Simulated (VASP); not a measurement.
# Zr3O (P6_322) in VASP: a series of runs, part 3 of 3

VASP 6.6.1. The steps go on from the part before.

## Step 5: Single point, r2SCAN

This run uses another cell than the first one, of 17.26 Å³/atom.

POSCAR

```
Zr3O
1.0
    5.5753331005      0.0000000000      0.0000000000
   -2.7876665502      4.8283800996      0.0000000000
    0.0000000000      0.0000000000      5.1298589700
Zr O
6 2
Direct
    0.3388596728      0.0000000000      0.0000000000
    0.3388596728      0.3388596728      0.5000000000
    0.0000000000      0.3388596728      0.0000000000
    0.6611403272      0.0000000000      0.5000000000
    0.6611403272      0.6611403272      0.0000000000
    0.0000000000      0.6611403272      0.5000000000
    0.3333333333      0.6666666667      0.2500000000
    0.6666666667      0.3333333333      0.7500000000
```

INCAR.step1

```
SYSTEM = Zr3O
ALGO = Normal ; EDIFF = 1E-4
ENCUT = 520 ; GGA = PE
ISMEAR = -1 ; LASPH = .TRUE.
LCHARG = .FALSE. ; LREAL = .FALSE.
LWAVE = .TRUE. ; NBANDS = 52
NELM = 100 ; PREC = Accurate
SIGMA = 0.1
```

INCAR.step2

```
SYSTEM = Zr3O
ALGO = Normal ; EDIFF = 1E-6
ENCUT = 520 ; ISIF = 2
ISMEAR = -1 ; ISTART = 1
LASPH = .TRUE. ; LCHARG = .FALSE.
LMIXTAU = .TRUE. ; LREAL = .FALSE.
LWAVE = .FALSE. ; METAGGA = R2SCAN
NBANDS = 52 ; NELM = 100
PREC = Accurate ; SIGMA = 0.1
```

KPOINTS

```
k-points
0
G
  7 7 7
  0 0 0
```

Potentials or basis: VASP PAW PBE potentials, release 64 (Zr_sv, O).

Launch:

```bash
$ cat potpaw_PBE.64/Zr_sv/POTCAR potpaw_PBE.64/O/POTCAR > POTCAR
$ cp INCAR.step1 INCAR
$ mpirun -np 1 vasp_std > vasp.out
$ cp INCAR.step2 INCAR
$ mpirun -np 1 vasp_std > vasp.out
```

OUTCAR:

```text
SYSTEM = Zr3O
   EDIFF = 1E-6
   ENCUT = 520
   ISIF = 2
   ISMEAR = -1
   ISTART = 1
   LASPH = .TRUE.
   LREAL = .FALSE.
   METAGGA = R2SCAN
   NELM = 100
   PREC = Accurate

 ion  position               nearest neighbor table
   1  0.339  0.000  0.000-   7 2.25   8 2.25   4 3.13   4 3.13   2 3.19   2 3.19   6 3.19   6 3.19
                             5 3.19   5 3.19   3 3.19   3 3.19   3 3.27   5 3.27
   2  0.339  0.339  0.500-   7 2.25   8 2.25   5 3.13   5 3.13   1 3.19   1 3.19   3 3.19   3 3.19
                             4 3.19   6 3.19   4 3.19   6 3.19   6 3.27   4 3.27
   3  0.000  0.339  0.000-   8 2.25   7 2.25   6 3.13   6 3.13   2 3.19   2 3.19   4 3.19   4 3.19
                             5 3.19   1 3.19   5 3.19   1 3.19   1 3.27   5 3.27
   4  0.661  0.000  0.500-   8 2.25   7 2.25   1 3.13   1 3.13   5 3.19   5 3.19   3 3.19   3 3.19
                             2 3.19   2 3.19   6 3.19   6 3.19   6 3.27   2 3.27
   5  0.661  0.661  0.000-   8 2.25   7 2.25   2 3.13   2 3.13   4 3.19   4 3.19   6 3.19   6 3.19
                             1 3.19   3 3.19   1 3.19   3 3.19   3 3.27   1 3.27
   6  0.000  0.661  0.500-   7 2.25   8 2.25   3 3.13   3 3.13   5 3.19   5 3.19   1 3.19   1 3.19
                             2 3.19   4 3.19   2 3.19   4 3.19   4 3.27   2 3.27
   7  0.333  0.667  0.250-   1 2.25   6 2.25   4 2.25   3 2.25   2 2.25   5 2.25
   8  0.667  0.333  0.750-   4 2.25   3 2.25   1 2.25   6 2.25   5 2.25   2 2.25

  LATTYP: Found a hexagonal cell.
 ALAT       =     5.5753331005
 C/A-ratio  =     0.9200991004

  Lattice vectors:

 A1 = (   5.5753331005,   0.0000000000,   0.0000000000)
 A2 = (  -2.7876665502,   4.8283800996,   0.0000000000)
 A3 = (   0.0000000000,   0.0000000000,   5.1298589700)

Analysis of symmetry for initial positions (statically):
=====================================================================
 Subroutine PRICEL returns:
 Original cell was already a primitive cell.

 Routine SETGRP: Setting up the symmetry group for a
 hexagonal supercell.

 Subroutine GETGRP returns: Found 12 space group operations
 (whereof  6 operations were pure point group operations)
 out of a pool of 24 trial point group operations.

The static configuration has the point symmetry D_3 .
 The point group associated with its full space group is D_6 .

Analysis of symmetry for dynamics (positions and initial velocities):
=====================================================================
 Subroutine PRICEL returns:
 Original cell was already a primitive cell.

 Routine SETGRP: Setting up the symmetry group for a
 hexagonal supercell.

 Subroutine GETGRP returns: Found 12 space group operations
 (whereof  6 operations were pure point group operations)
 out of a pool of 24 trial point group operations.

The dynamic configuration has the point symmetry D_3 .
 The point group associated with its full space group is D_6 .

 Subroutine INISYM returns: Found 12 space group operations
 (whereof  6 operations are pure point group operations),
 and found     1 'primitive' translations

----------------------------------------------------------------------------------------

                                     Primitive cell

  volume of cell :     138.0949

  direct lattice vectors                    reciprocal lattice vectors
     5.575333100  0.000000000  0.000000000     0.179361481  0.103554399  0.000000000
    -2.787666550  4.828380100  0.000000000     0.000000000  0.207108798  0.000000000
     0.000000000  0.000000000  5.129858970     0.000000000  0.000000000  0.194937133
[... 79 lines left out ...]
   number of dos      NEDOS =    301   number of ions     NIONS =      8
   total plane-waves  NPLWV =  70560
   dimension x,y,z NGX =    42 NGY =   42 NGZ =   40
   dimension x,y,z NGXF=    84 NGYF=   84 NGZF=   80
   ions per type =               6   2
   NGX,Y,Z   is equivalent  to a cutoff of  12.52, 12.52, 12.96 a.u.
   NGXF,Y,Z  is equivalent  to a cutoff of  25.05, 25.05, 25.93 a.u.
 SYSTEM =  Zr3O
   PREC   = accura    normal or accurate (medium, high low for compatibility)
   ISTART =      1    job   : 0-new  1-cont  2-samecut
   ICHARG =      0    charge: 1-file 2-atom 10-const
   ISPIN  =      1    spin polarized calculation?
   LNONCOLLINEAR =      F non collinear calculations
   LSORBIT =      F    spin-orbit coupling
   LASPH  =      T    aspherical Exc in radial PAW
   ENCUT  =  520.0 eV  38.22 Ry    6.18 a.u.  10.37 10.37  9.54*2*pi/ulx,y,z
   NELM   =    100;   NELMIN=  2; NELMDL=  0     # of ELM steps
   EDIFF  = 0.1E-05   stopping-criterion for ELM
   LREAL  =      F    real-space projection
   EDIFFG = 0.1E-04   stopping-criterion for IOM
   NSW    =      0    number of steps for IOM
   IBRION =     -1    ionic relax: 0-MD 1-quasi-New 2-CG
   NFREE  =      0    steps in history (QN), initial steepest desc. (CG)
   ISIF   =      2    stress and relaxation
   ISYM   =      2    0-nonsym 1-usesym 2-fastsym
   POTIM  = 0.5000    time-step for ionic-motion
   TEBEG  =    0.0;   TEEND  =   0.0 temperature during run
   PSTRESS=    0.0 pullay stress
   NELECT =      84.0000    total number of electrons
   NUPDOWN=      -1.0000    fix difference up-down
   EMIN   =  10.00;   EMAX   =-10.00  energy-range for DOS
   EFERMI =   0.00;   METHOD = LEGACY
   ISMEAR =    -1;   SIGMA  =   0.10  broadening in eV -4-tet -1-fermi 0-gaus
   EFERMI_NEDOS =   21; number of points for ismear=-14 and -15
   IALGO  =     38    algorithm
   IMIX   =      4    mixing-type and parameters
     AMIX     =   0.40;   BMIX     =  1.00
     AMIX_MAG =   1.60;   BMIX_MAG =  1.00
  volume/ion in A,a.u.               =      17.26       116.49
  Fermi-wavevector in a.u.,A,eV,Ry     =   1.387103  2.621244 26.178352  1.924055
  Thomas-Fermi vector in A             =   2.511356
   LORBIT       =      0    0 simple, 1 ext, 2 COOP (PROOUT), +10 PAW based schemes
   METAGGA = R2SCAN    functional components
   LHFCALC =     F    Hartree Fock is set to
   AEXX    =    0.0000 exact exchange contribution
   IVDW    =     0    specifies the selected vdW correction
   LEPSILON=     F    determine dielectric tensor
   LRPA    =     F    only Hartree local field effects (RPA)
 non-spin polarized calculation
  energy-cutoff  :      520.00
  volume of cell :      138.09
 maximum number of plane-waves:      3734
 NGX is ok and might be reduce to    42
   NGX = 21   NGY = 21   NGZ = 19

 number of electron      83.9999998 magnetization

 Free energy of the ion-electron system (eV)
  ---------------------------------------------------
  ext. energy  EPLUGINS =         0.00000000
  ---------------------------------------------------
  free energy    TOTEN  =      -160.70130232 eV

  energy without entropy =     -160.54208465  energy(sigma->0) =     -160.62169349

 E-fermi :  10.0725     XC(G=0): -12.5340

 val. band max:       10.0714708692   @ k =   0.0000   0.0000   0.1429
 cond. band min:      10.0859683602   @ k =   0.4286   0.0000   0.4286
 fundamental gap:      0.0144974910
 Fermi energy:        10.0724632557

 k-point     1 :       0.0000    0.0000    0.0000
  band No.  band energies     occupation
      1     -40.5015      2.00000
      2     -40.3166      2.00000
      3     -40.3014      2.00000
      4     -40.3014      2.00000
      5     -40.2873      2.00000
      6     -40.2873      2.00000
[... 1309 lines left out ...]
     51      13.3276      0.00000
     52      13.5535      0.00000

 [... further k-points ...]

------------------------ aborting loop because EDIFF is reached ----------------------------------------

  FORCE on cell =-STRESS in cart. coord.  units (eV):
  Direction    XX          YY          ZZ          XY          YZ          ZX
  --------------------------------------------------------------------------------------
  -------------------------------------------------------------------------------------
  Total        5.3854999      5.3854999      5.4506271      0.0000000      0.0000000      0.0000000
  in kB       62.4825739     62.4825739     63.2381788      0.0000000      0.0000000      0.0000000
  external PRESSURE =      62.7344422 kB  Pullay stress =       0.0000000 kB

 VOLUME and BASIS-vectors are now :
 -----------------------------------------------------------------------------
  energy-cutoff  :      520.00
  volume of cell :      138.09
      direct lattice vectors                 reciprocal lattice vectors
     5.575333100  0.000000000  0.000000000     0.179361481  0.103554399  0.000000000
    -2.787666550  4.828380100  0.000000000     0.000000000  0.207108798  0.000000000
     0.000000000  0.000000000  5.129858970     0.000000000  0.000000000  0.194937133

 POSITION                                       TOTAL-FORCE (eV/Angst)
 -----------------------------------------------------------------------------------
      1.88926      0.00000      0.00000        -0.020073      0.000000     -0.000000
      0.94463      1.63614      2.56493        -0.010037     -0.017384      0.000000
     -0.94463      1.63614      0.00000         0.010037     -0.017384      0.000000
      3.68608      0.00000      2.56493         0.020073      0.000000     -0.000000
      1.84304      3.19224      0.00000         0.010037      0.017384     -0.000000
     -1.84304      3.19224      2.56493        -0.010037      0.017384     -0.000000
     -0.00000      3.21892      1.28246        -0.000000      0.000000     -0.000000
      2.78767      1.60946      3.84739        -0.000000      0.000000     -0.000000
 -----------------------------------------------------------------------------------
    total drift:                               -0.000001      0.000000     -0.000000

  FREE ENERGIE OF THE ION-ELECTRON SYSTEM (eV)
  ---------------------------------------------------
  free  energy   TOTEN  =      -160.7013023213 eV

  energy  without entropy=     -160.5420846530  energy(sigma->0) =     -160.62169349
```

Wall time 6.7 min (1 thread of Intel Xeon 6975P-C (Granite Rapids), shared host); peak memory 0.38 GiB.

Results:

| Quantity | Value |
| --- | --- |
| Free energy | -160.7013 eV |
| Pressure | 6.3 GPa |
| Largest force | 0.020 eV/Å |
| Band gap on the k mesh | zero (bands 42 and 43 overlap by 0.80 eV) |

Forces in eV/Å, atoms in the order of the input:
```
Zr  -0.020  0.000  0.000
Zr  -0.010 -0.017  0.000
Zr   0.010 -0.017  0.000
Zr   0.020  0.000  0.000
Zr   0.010  0.017  0.000
Zr  -0.010  0.017  0.000
O    0.000  0.000  0.000
O    0.000  0.000  0.000
```

Levels at points of the mesh, in eV from the Fermi level:
```
           k point  band 39  band 40  band 41  band 42  band 43  band 44  band 45  band 46
(0.00, 0.00, 0.00)    -1.14    -1.14     0.10     0.72     0.72     0.91     0.93     0.93
```

Caveat: the cell stands under pressure; the PAW data sets were made with another functional, which shifts forces and pressure a little.

## Step 6: Overview

```tsv
cell	gap on the mesh (eV)	pressure (GPa)	largest force (eV/Å)
a = 5.726, b = 5.726, c = 5.269 Å, angles 90.0, 90.0, 120.0°, 8 atoms, atomic positions A	none	-5.0	0.02
a = 5.763, b = 5.763, c = 5.302 Å, angles 90.0, 90.0, 120.0°, 8 atoms, atomic positions A	none	-7.2	0.01
a = 5.536, b = 5.536, c = 5.094 Å, angles 90.0, 90.0, 120.0°, 8 atoms, atomic positions B	none	9.8	0.01
a = 5.575, b = 5.575, c = 5.130 Å, angles 90.0, 90.0, 120.0°, 8 atoms, atomic positions B	none	6.3	0.02
```

Alike in all rows: task single point; level r2SCAN; potentials or basis VASP PAW PBE potentials, release 64 (Zr_sv, O); no spin polarisation; k mesh 7 × 7 × 7; cutoff (eV) 520; smearing fermi-dirac 0.1 eV.

Caveats: the PAW data sets were made with another functional, which shifts forces and pressure a little; the cell stands under tension (at least some runs); the cell stands under pressure (at least some runs).

Total energies depend on the potentials used, so only differences within one code and one set of settings carry meaning.
